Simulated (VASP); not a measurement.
TaSi5:

```
CELL_PARAMETERS angstrom
2.78076 0.00000 0.00000
-1.39038 2.40821 0.00000
0.00000 0.00000 13.91000
ATOMIC_POSITIONS crystal
Ta 0.00000 0.00000 0.00000
Si 0.66667 0.33333 0.84087
Si 0.00000 0.00000 0.67163
Si 0.66667 0.33333 0.50000
Si 0.00000 0.00000 0.32837
Si 0.66667 0.33333 0.15913
```

| Quantity | Value |
| --- | --- |
| Program | VASP 6.6.1 |
| Task | relaxation of cell and atoms |
| Functional | PBE |
| Potentials or basis | VASP PAW PBE potentials, release 64 (Ta_pv, Si) |
| Cutoff | 600 eV |
| k mesh | 6 × 6 × 2 |
| Occupations | gaussian, width 0.1 eV |
| Spin | no spin polarisation |

At the start: pressure 0.4 GPa; volume 15.53 Å³/atom.

**Question.** How do energy, volume and symmetry change on relaxing?

**Answer.** Over 28 steps the energy falls by 217.1 meV/atom and the volume is 16.66 Å³/atom (+7.3 %); space group P-6m2 (No. 187, to 0.05 Å).

Step by step:
| step | energy change (eV) | largest force (eV/Å) | pressure (GPa) | volume (Å³) |
| --- | --- | --- | --- | --- |
| 1 | 0.0000 | 0.2790 | 0.42 | 93.15 |
| 2 | -0.0663 | 0.3175 | -0.32 | 93.67 |
| 3 | -0.4929 | 0.7534 | -1.93 | 94.81 |
| 4 | -0.3671 | 0.8138 | -0.52 | 95.15 |
| 5 | -0.3794 | 1.0755 | 2.11 | 94.63 |
| 6 | -0.9504 | 0.7479 | 7.99 | 92.56 |
| 7 | 0.7989 | 2.2667 | 31.57 | 83.87 |
| 8 | -0.6906 | 0.3923 | 15.11 | 89.70 |
| 9 | -0.8388 | 0.7166 | 13.64 | 90.40 |
| 10 | -0.9810 | 0.9704 | 10.08 | 91.85 |
| 11 | -0.9077 | 0.8172 | 12.74 | 90.80 |
| 12 | -0.9290 | 0.7385 | 12.01 | 91.26 |
| 13 | -0.9581 | 0.3607 | 9.75 | 92.63 |
| 14 | -0.9859 | 0.3855 | 9.29 | 92.92 |
| 15 | -1.0631 | 0.4419 | 7.89 | 93.79 |
| 16 | -1.1804 | 0.4370 | 5.09 | 95.54 |
| 17 | -1.2503 | 0.5197 | -0.11 | 99.02 |
| 18 | -1.2539 | 0.4978 | 0.75 | 98.41 |
| 19 | -1.2605 | 0.4704 | 0.63 | 98.54 |
| 20 | -1.2764 | 0.3880 | 0.30 | 98.92 |
| 21 | -1.2911 | 0.2237 | -0.28 | 99.68 |
| 22 | -1.2913 | 0.1979 | -0.37 | 99.80 |
| 23 | -1.2944 | 0.1532 | -0.08 | 99.62 |
| 24 | -1.2979 | 0.1216 | 0.79 | 99.09 |
| 25 | -1.3003 | 0.1002 | 0.50 | 99.39 |
| 26 | -1.3020 | 0.0568 | -0.10 | 100.03 |
| 27 | -1.3020 | 0.0615 | -0.04 | 99.96 |
| 28 | -1.3024 | 0.0387 | -0.01 | 99.96 |

Final structure:
```
Ta Si
1.0
     3.51653    0.00000    0.00000
    -1.75826    3.04540    0.00000
     0.00000    0.00000    9.33413
Ta Si
1 5
Direct
  0.00000 0.00000 0.00000
  0.66667 0.33333 0.82004
  0.00000 0.00000 0.68151
  0.66667 0.33333 0.50000
  0.00000 0.00000 0.31849
  0.66667 0.33333 0.17996
```

Caveat: the k points lie up to 0.34 Å⁻¹ apart in the final cell.
